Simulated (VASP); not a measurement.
# BeTe (F-43m) in VASP: notebook, part 2 of 2

VASP 6.6.1.

## (4) Relaxation of cell and atoms, r2SCAN, target pressure 1 GPa, at which the enthalpy is minimised

This run uses another cell than the first one, of 22.63 Å³/atom, 1.032 times its volume.

POSCAR reads:

```
BeTe
1.0
    0.0000000000      2.8284051077      2.8284051077
    2.8284051077      0.0000000000      2.8284051077
    2.8284051077      2.8284051077      0.0000000000
Be Te
1 1
Direct
    0.0000000000      0.0000000000      0.0000000000
    0.7500000000      0.7500000000      0.7500000000
```

INCAR.step1 reads:

```
SYSTEM = BeTe
PREC = Accurate
ENCUT = 600
ISMEAR = 0
SIGMA = 0.01
LREAL = .FALSE.
LASPH = .TRUE.
NELM = 80
GGA = PE
ALGO = Normal
EDIFF = 1E-4
LWAVE = .TRUE.
LCHARG = .FALSE.
```

INCAR.step2 reads:

```
SYSTEM = BeTe
PREC = Accurate
ENCUT = 600
EDIFF = 1E-7
ISMEAR = 0
SIGMA = 0.01
LREAL = .FALSE.
LASPH = .TRUE.
NELM = 80
ALGO = Normal
ISIF = 3
LWAVE = .FALSE.
LCHARG = .FALSE.
METAGGA = R2SCAN
LMIXTAU = .TRUE.
IBRION = 2
NSW = 100
EDIFFG = -0.002
PSTRESS = 10.0
ISTART = 1
```

KPOINTS reads:

```
regular mesh
0
G
  8 8 8
  0 0 0
```

Command:

```sh
cat potpaw_PBE.64/Be/POTCAR potpaw_PBE.64/Te/POTCAR > POTCAR
cp INCAR.step1 INCAR
mpirun -np 1 vasp_std > vasp.out
cp INCAR.step2 INCAR
mpirun -np 1 vasp_std > vasp.out
```

It took 1.9 min on 1 thread of Intel Xeon Platinum 8375C at 2.90GHz (Ice Lake), shared host; peak memory 0.2 GiB.

The run converged. Its results:

```yaml
Free_energy: -30.6833 eV
Relaxed_volume: 22.33 Å³/atom
Relaxed_cell: a = 3.983 Å, b = 3.983 Å, c = 3.983 Å, α = 60.00°, β = 60.00°, γ = 60.00°
Space_group_after_relaxing_to_0.05_Å: F-43m (No. 216)
Energy_change_on_relaxing_the_enthalpy_is_what_falls: +1.1 meV/atom
Ionic_steps: 3
Pressure_after_relaxing: 1.0 GPa
Band_gap_on_the_k_mesh: 2.34 eV, indirect (least direct gap 4.02 eV)
```

The path:
```tsv
step	energy change (eV)	largest force (eV/Å)	pressure (GPa)	volume (Å³)
1	0.0000	0.0000	0.17	45.25
2	0.0034	0.0000	1.24	44.49
3	0.0022	0.0000	1.00	44.66
```

Final structure:
```
CELL_PARAMETERS angstrom
0.00000 2.81608 2.81608
2.81608 0.00000 2.81608
2.81608 2.81608 0.00000
ATOMIC_POSITIONS crystal
Be 0.00000 0.00000 0.00000
Te 0.75000 0.75000 0.75000
```

Levels at points of the mesh, in eV from the valence-band top:
| k point | band 2 | band 3 | band 4 | band 5 | band 6 | band 7 |
| --- | --- | --- | --- | --- | --- | --- |
| (0.00, 0.00, 0.00) | 0.00 | 0.00 | 0.00 | 4.02 | 4.02 | 4.02 |
| (0.50, 0.00, 0.00) | -5.76 | -1.17 | -1.17 | 3.55 | 5.01 | 5.01 |
| (0.50, 0.50, 0.00) | -5.34 | -2.75 | -2.75 | 2.34 | 2.99 | 10.57 |

Caveat: the cell is relaxed towards a set pressure, so the enthalpy falls and the energy may rise; the PAW data sets were made with another functional, which shifts forces and pressure a little; spin-orbit coupling is left out, which moves the levels of the heavy elements. r2SCAN opens gaps a little over a GGA but as a rule still falls short of measured ones.

## (5) Relaxation of cell and atoms, r2SCAN, target pressure 2 GPa, at which the enthalpy is minimised

This run uses another cell than the first one, of 22.63 Å³/atom, 1.032 times its volume.

POSCAR is that of step 4.

INCAR.step1 reads:

```
PREC = Accurate ; ENCUT = 600
ISMEAR = 0 ; SIGMA = 0.01
LREAL = False ; LASPH = True
NELM = 100 ; GGA = PE
ALGO = Normal ; EDIFF = 1E-4
LWAVE = True ; LCHARG = False
```

INCAR.step2 reads:

```
PREC = Accurate ; ENCUT = 600
EDIFF = 1E-6 ; ISMEAR = 0
SIGMA = 0.01 ; LREAL = False
LASPH = True ; NELM = 100
ALGO = Normal ; ISIF = 3
LWAVE = False ; LCHARG = False
METAGGA = R2SCAN ; LMIXTAU = True
IBRION = 2 ; NSW = 100
EDIFFG = -0.002 ; PSTRESS = 20.0
ISTART = 1
```

KPOINTS reads:

```
regular mesh
0
Gamma
  8 8 8
```

Potentials or basis: VASP PAW PBE potentials, release 64 (Be, Te).

Command:

```sh
cat potpaw_PBE.64/Be/POTCAR potpaw_PBE.64/Te/POTCAR > POTCAR
cp INCAR.step1 INCAR
mpirun -np 1 vasp_std > vasp.out
cp INCAR.step2 INCAR
mpirun -np 1 vasp_std > vasp.out
```

OUTCAR:

```text
PREC = Accurate
   ENCUT = 600
   EDIFF = 1E-6
   ISMEAR = 0
   LREAL = False
   LASPH = True
   NELM = 100
   ISIF = 3
   METAGGA = R2SCAN
   IBRION = 2
   NSW = 100
   EDIFFG = -0.002
   PSTRESS = 20.0
   ISTART = 1

 ion  position               nearest neighbor table
   1  0.000  0.000  0.000-   2 2.45   2 2.45   2 2.45   2 2.45
   2  0.750  0.750  0.750-   1 2.45   1 2.45   1 2.45   1 2.45

  LATTYP: Found a face centered cubic cell.
 ALAT       =     5.6568102154

  Lattice vectors:

 A1 = (   0.0000000000,   2.8284051077,   2.8284051077)
 A2 = (   2.8284051077,   0.0000000000,   2.8284051077)
 A3 = (   2.8284051077,   2.8284051077,   0.0000000000)

Analysis of symmetry for initial positions (statically):
=====================================================================
 Subroutine PRICEL returns:
 Original cell was already a primitive cell.

 Routine SETGRP: Setting up the symmetry group for a
 face centered cubic supercell.

 Subroutine GETGRP returns: Found 24 space group operations
 (whereof 24 operations were pure point group operations)
 out of a pool of 48 trial point group operations.

The static configuration has the point symmetry T_d .

Analysis of symmetry for dynamics (positions and initial velocities):
=====================================================================
 Subroutine PRICEL returns:
 Original cell was already a primitive cell.

 Routine SETGRP: Setting up the symmetry group for a
 face centered cubic supercell.

 Subroutine GETGRP returns: Found 24 space group operations
 (whereof 24 operations were pure point group operations)
 out of a pool of 48 trial point group operations.

The dynamic configuration has the point symmetry T_d .

 Subroutine INISYM returns: Found 24 space group operations
 (whereof 24 operations are pure point group operations),
 and found     1 'primitive' translations

----------------------------------------------------------------------------------------

                                     Primitive cell

  volume of cell :      45.2538

  direct lattice vectors                    reciprocal lattice vectors
     0.000000000  2.828405108  2.828405108    -0.176778071  0.176778071  0.176778071
     2.828405108  0.000000000  2.828405108     0.176778071 -0.176778071  0.176778071
     2.828405108  2.828405108  0.000000000     0.176778071  0.176778071 -0.176778071

  length of vectors
     3.999968863  3.999968863  3.999968863     0.306188601  0.306188601  0.306188601

  position of ions in fractional coordinates (direct lattice)
     0.000000000  0.000000000  0.000000000
     0.750000000  0.750000000  0.750000000

  ion indices of the primitive-cell ions
   primitive index   ion index
                 1           1
                 2           2

----------------------------------------------------------------------------------------

 KPOINTS: regular mesh

Automatic generation of k-mesh.
 Grid dimensions read from file:
 generate k-points for:    8    8    8

 Generating k-lattice:

  Cartesian coordinates                     Fractional coordinates (reciprocal lattice)
[... 44 lines left out ...]
   total plane-waves  NPLWV =  32768
   dimension x,y,z NGX =    32 NGY =   32 NGZ =   32
   dimension x,y,z NGXF=    64 NGYF=   64 NGZF=   64
   ions per type =               1   1
   NGX,Y,Z   is equivalent  to a cutoff of  13.30, 13.30, 13.30 a.u.
   NGXF,Y,Z  is equivalent  to a cutoff of  26.60, 26.60, 26.60 a.u.
 SYSTEM =  unknown system
   PREC   = accura    normal or accurate (medium, high low for compatibility)
   ISTART =      1    job   : 0-new  1-cont  2-samecut
   ICHARG =      0    charge: 1-file 2-atom 10-const
   ISPIN  =      1    spin polarized calculation?
   LNONCOLLINEAR =      F non collinear calculations
   LSORBIT =      F    spin-orbit coupling
   LASPH  =      T    aspherical Exc in radial PAW
   ENCUT  =  600.0 eV  44.10 Ry    6.64 a.u.   7.99  7.99  7.99*2*pi/ulx,y,z
   NELM   =    100;   NELMIN=  2; NELMDL=  0     # of ELM steps
   EDIFF  = 0.1E-05   stopping-criterion for ELM
   LREAL  =      F    real-space projection
   EDIFFG = -.2E-02   stopping-criterion for IOM
   NSW    =    100    number of steps for IOM
   IBRION =      2    ionic relax: 0-MD 1-quasi-New 2-CG
   NFREE  =      1    steps in history (QN), initial steepest desc. (CG)
   ISIF   =      3    stress and relaxation
   ISYM   =      2    0-nonsym 1-usesym 2-fastsym
   POTIM  = 0.5000    time-step for ionic-motion
   TEBEG  =    0.0;   TEEND  =   0.0 temperature during run
   PSTRESS=   20.0 pullay stress
   NELECT =       8.0000    total number of electrons
   NUPDOWN=      -1.0000    fix difference up-down
   EMIN   =  10.00;   EMAX   =-10.00  energy-range for DOS
   EFERMI =   0.00;   METHOD = LEGACY
   ISMEAR =     0;   SIGMA  =   0.01  broadening in eV -4-tet -1-fermi 0-gaus
   EFERMI_NEDOS =   21; number of points for ismear=-14 and -15
   IALGO  =     38    algorithm
   IMIX   =      4    mixing-type and parameters
     AMIX     =   0.40;   BMIX     =  1.00
     AMIX_MAG =   1.60;   BMIX_MAG =  1.00
  volume/ion in A,a.u.               =      22.63       152.69
  Fermi-wavevector in a.u.,A,eV,Ry     =   0.918798  1.736276 11.485891  0.844189
  Thomas-Fermi vector in A             =   2.043920
   LORBIT       =      0    0 simple, 1 ext, 2 COOP (PROOUT), +10 PAW based schemes
   METAGGA = R2SCAN    functional components
   LHFCALC =     F    Hartree Fock is set to
   AEXX    =    0.0000 exact exchange contribution
   IVDW    =     0    specifies the selected vdW correction
   LEPSILON=     F    determine dielectric tensor
   LRPA    =     F    only Hartree local field effects (RPA)
 conjugate gradient relaxation of ions
 non-spin polarized calculation
 Gauss-broadening in eV      SIGMA  =   0.01
  energy-cutoff  :      600.00
  volume of cell :       45.25
 maximum number of plane-waves:      1540
   NGX = 15   NGY = 15   NGZ = 15

--------------------------------------- Ionic step        1  -------------------------------------------

 number of electron       8.0000000 magnetization

 Free energy of the ion-electron system (eV)
  ---------------------------------------------------
  ext. energy  EPLUGINS =         0.00000000
  ---------------------------------------------------
  free energy    TOTEN  =       -30.68540706 eV

  energy without entropy =      -30.68540706  energy(sigma->0) =      -30.68540706

------------------------ aborting loop because EDIFF is reached ----------------------------------------

  FORCE on cell =-STRESS in cart. coord.  units (eV):
  Direction    XX          YY          ZZ          XY          YZ          ZX
  --------------------------------------------------------------------------------------
  -------------------------------------------------------------------------------------
  Total        0.0490860      0.0490860      0.0490860      0.0000000     -0.0000000      0.0000000
  in kB        1.7378547      1.7378547      1.7378547      0.0000000     -0.0000000      0.0000000
  external PRESSURE =     -18.2621453 kB  Pullay stress =      20.0000000 kB
[... 63 lines left out ...]
--------------------------------------- Ionic step        3  -------------------------------------------

 number of electron       8.0000000 magnetization

 Free energy of the ion-electron system (eV)
  ---------------------------------------------------
  ext. energy  EPLUGINS =         0.00000000
  ---------------------------------------------------
  free energy    TOTEN  =       -30.67694956 eV

  energy without entropy =      -30.67694956  energy(sigma->0) =      -30.67694956

 E-fermi :   5.2197     XC(G=0):  -9.5424

 val. band max:        5.1119691931   @ k =   0.0000   0.0000   0.0000
 cond. band min:       7.4090796706   @ k =   0.5000   0.5000   0.0000
 fundamental gap:      2.2971104776
 Fermi energy:         5.2197499872

 k-point     1 :       0.0000    0.0000    0.0000
  band No.  band energies     occupation
      1      -7.7829      2.00000
      2       5.1120      2.00000
      3       5.1120      2.00000
      4       5.1120      2.00000
      5       9.1113      0.00000
      6       9.1113      0.00000
      7       9.1113      0.00000
      8       9.7425      0.00000
[... 243 lines left out ...]
 k-point    24 :      -0.3750    0.2500    0.1250
  band No.  band energies     occupation
      1      -6.0323      2.00000
      2      -0.3110      2.00000
      3       2.0601      2.00000
      4       3.0973      2.00000
      5       9.7909      0.00000
      6       9.9314      0.00000
      7      12.4380      0.00000
      8      13.5933      0.00000

 [... further k-points ...]

------------------------ aborting loop because EDIFF is reached ----------------------------------------

  FORCE on cell =-STRESS in cart. coord.  units (eV):
  Direction    XX          YY          ZZ          XY          YZ          ZX
  --------------------------------------------------------------------------------------
  -------------------------------------------------------------------------------------
  Total        0.5517942      0.5517942      0.5517942      0.0000000      0.0000000     -0.0000000
  in kB       20.0984454     20.0984454     20.0984454      0.0000000      0.0000000     -0.0000000
  external PRESSURE =       0.0984454 kB  Pullay stress =      20.0000000 kB
[... 21 lines left out ...]
  energy  without entropy=      -30.6769495574  energy(sigma->0) =      -30.67694956

  enthalpy is  TOTEN    =       -30.1278581359 eV   P V=        0.5490914215

 reached required accuracy - stopping structural energy minimisation
```

It took 88 s on 1 thread of Intel Xeon Platinum 8375C at 2.90GHz (Ice Lake), shared host; peak memory 0.2 GiB.

What came out:

```
Free energy                                            : -30.6769 eV
Relaxed volume                                         : 21.99 Å³/atom
Relaxed cell                                           : a = 3.962 Å, b = 3.962 Å, c = 3.962 Å, α = 60.00°, β = 60.00°, γ = 60.00°
Space group after relaxing (to 0.05 Å)                 : F-43m (No. 216)
Energy change on relaxing (the enthalpy is what falls) : +4.2 meV/atom
Ionic steps                                            : 3
Pressure after relaxing                                : 2.0 GPa
Band gap on the k mesh                                 : 2.30 eV, indirect (least direct gap 4.00 eV)
```

The path:
```csv
step,energy change (eV),largest force (eV/Å),pressure (GPa),volume (Å³)
1,0.0000,0.0000,0.17,45.25
2,0.0142,0.0000,2.63,43.59
3,0.0085,0.0000,2.01,43.99
```

Final structure:
```yaml
crystal:
  lattice:
    - [0.00000, 2.80177, 2.80177]
    - [2.80177, 0.00000, 2.80177]
    - [2.80177, 2.80177, 0.00000]
  atoms:
    - { symbol: Be, position: [0.00000, 0.00000, 0.00000] }
    - { symbol: Te, position: [0.75000, 0.75000, 0.75000] }
```

Levels at points of the mesh, in eV from the valence-band top:
| k point | band 1 | band 2 | band 3 | band 4 | band 5 | band 6 | band 7 | band 8 |
| --- | --- | --- | --- | --- | --- | --- | --- | --- |
| (0.00, 0.00, 0.00) | -12.89 | 0.00 | 0.00 | 0.00 | 4.00 | 4.00 | 4.00 | 4.63 |
| (0.50, 0.00, 0.00) | -11.41 | -5.87 | -1.20 | -1.20 | 3.59 | 5.00 | 5.00 | 8.47 |
| (0.50, 0.50, 0.00) | -10.86 | -5.43 | -2.81 | -2.81 | 2.30 | 2.97 | 10.67 | 10.67 |

Caveat: the cell is relaxed towards a set pressure, so the enthalpy falls and the energy may rise; the PAW data sets were made with another functional, which shifts forces and pressure a little; spin-orbit coupling is left out, which moves the levels of the heavy elements. A k mesh can miss the band edges.

## (6) Relaxation of cell and atoms, r2SCAN, target pressure 4 GPa, at which the enthalpy is minimised

This run uses another cell than the first one, of 22.63 Å³/atom, 1.032 times its volume.

POSCAR is that of step 5.

INCAR.step1 reads:

```
ALGO = Normal ; EDIFF = 1E-4
ENCUT = 600 ; GGA = PE
ISMEAR = 0 ; LASPH = T
LCHARG = F ; LREAL = F
LWAVE = T ; NELM = 60
PREC = Accurate ; SIGMA = 0.01
```

INCAR.step2 reads:

```
ALGO = Normal ; EDIFF = 1E-7
EDIFFG = -0.002 ; ENCUT = 600
IBRION = 2 ; ISIF = 3
ISMEAR = 0 ; ISTART = 1
LASPH = T ; LCHARG = F
LMIXTAU = T ; LREAL = F
LWAVE = F ; METAGGA = R2SCAN
NELM = 60 ; NSW = 100
PREC = Accurate ; PSTRESS = 40.0
SIGMA = 0.01
```

KPOINTS reads:

```
k-points
0
Gamma
  8 8 8
```

Potentials or basis: VASP PAW PBE potentials, release 64 (Be, Te).

Command:

```sh
cat potpaw_PBE.64/Be/POTCAR potpaw_PBE.64/Te/POTCAR > POTCAR
cp INCAR.step1 INCAR
mpirun -np 1 vasp_std > vasp.out
cp INCAR.step2 INCAR
mpirun -np 1 vasp_std > vasp.out
```

Run time: 2.3 min. Hardware: 1 thread of Intel Xeon Platinum 8375C at 2.90GHz (Ice Lake), shared host; peak memory 0.21 GiB.

The run converged. Its results:

```
Free energy                                            : -30.6542 eV
Relaxed volume                                         : 21.38 Å³/atom
Relaxed cell                                           : a = 3.925 Å, b = 3.925 Å, c = 3.925 Å, α = 60.00°, β = 60.00°, γ = 60.00°
Space group after relaxing (to 0.05 Å)                 : F-43m (No. 216)
Energy change on relaxing (the enthalpy is what falls) : +15.6 meV/atom
Ionic steps                                            : 3
Pressure after relaxing                                : 4.0 GPa
Band gap on the k mesh                                 : 2.22 eV, indirect (least direct gap 3.97 eV)
```

Step by step:
```csv
step,energy change (eV),largest force (eV/Å),pressure (GPa),volume (Å³)
1,0.0000,0.0000,0.17,45.25
2,0.0603,0.0000,5.77,41.81
3,0.0312,0.0000,4.00,42.76
```

Final structure:
```
Be Te
1.0
     0.00000    2.77553    2.77553
     2.77553    0.00000    2.77553
     2.77553    2.77553    0.00000
Be Te
1 1
Cartesian
  0.0000 0.0000 0.0000
  4.1633 4.1633 4.1633
```

Levels at points of the mesh, in eV from the valence-band top:
```csv
k point,band 2,band 3,band 4,band 5,band 6,band 7
"(0.00, 0.00, 0.00)",0.00,0.00,0.00,3.97,3.97,3.97
"(0.50, 0.00, 0.00)",-6.06,-1.25,-1.25,3.67,4.98,4.98
"(0.50, 0.50, 0.00)",-5.59,-2.92,-2.92,2.22,2.92,10.85
```

Caveat: the cell is relaxed towards a set pressure, so the enthalpy falls and the energy may rise; the PAW data sets were made with another functional, which shifts forces and pressure a little; spin-orbit coupling is left out, which moves the levels of the heavy elements.

## (7) The runs side by side

```csv
task,cell,k mesh,cutoff (eV),smearing,gap on the mesh (eV),pressure (GPa)
single point,"a = 3.958 Å, angles 60.0°, 2 atoms",8 × 8 × 8,520,gaussian 0.01 eV,2.29,2.2
single point,"a = 4.000 Å, angles 60.0°, 2 atoms",16 × 16 × 16,520,fermi-dirac 0.1 eV,2.37,0.2
relaxation of cell and atoms,"relaxed to 1 GPa from a = 4.000 Å, angles 60.0°, 2 atoms",8 × 8 × 8,600,gaussian 0.01 eV,2.34,1.0
relaxation of cell and atoms,"relaxed to 2 GPa from a = 4.000 Å, angles 60.0°, 2 atoms",8 × 8 × 8,600,gaussian 0.01 eV,2.30,2.0
relaxation of cell and atoms,"relaxed to 4 GPa from a = 4.000 Å, angles 60.0°, 2 atoms",8 × 8 × 8,600,gaussian 0.01 eV,2.22,4.0
```

Alike in all rows: level r2SCAN; potentials or basis VASP PAW PBE potentials, release 64 (Be, Te); no spin polarisation.

Caveats: the PAW data sets were made with another functional, which shifts forces and pressure a little; spin-orbit coupling is left out, which moves the levels of the heavy elements; the cell is relaxed towards a set pressure, so the enthalpy falls and the energy may rise (some runs).

Absolute energies hang on the potentials; compare differences alone.
